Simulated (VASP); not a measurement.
Here is a VASP 6.6.1 calculation.

File INCAR:

```
PREC = Accurate
ENCUT = 520
EDIFF = 1E-7
ISMEAR = 0
SIGMA = 0.05
LREAL = F
LASPH = T
NELM = 80
ALGO = Normal
ISIF = 2
LWAVE = F
LCHARG = F
NBANDS = 16
```

The input KPOINTS:

```
regular mesh
0
Gamma
  12 12 12
```

POSCAR

```
C
1.0
    1.2331880000      0.7119810000      8.2826150000
   -1.2331880000      0.7119810000      8.2826150000
    0.0000000000     -1.4239630000      8.2826150000
C
4
Direct
    0.9128270000      0.9128270000      0.9128270000
    0.2461500000      0.2461500000      0.2461500000
    0.7538500000      0.7538500000      0.7538500000
    0.0871730000      0.0871730000      0.0871730000
```

Potentials or basis: VASP PAW LDA potentials, release 64 (C).

The run is started by

```sh
$ cat potpaw_LDA.64/C/POTCAR > POTCAR
$ mpirun -np 1 vasp_std > vasp.out
```

**Question.** Predict the pressure.

**Answer.** -5.5 GPa.

**Question.** What does it give for the largest force?

**Answer.** 0.010 eV/Å.

Stress tensor (GPa, compression positive):
```
-7.72  0.00  0.00
 0.00 -7.72  0.00
 0.00  0.00 -1.07
```

Caveat: the cell stands under tension.
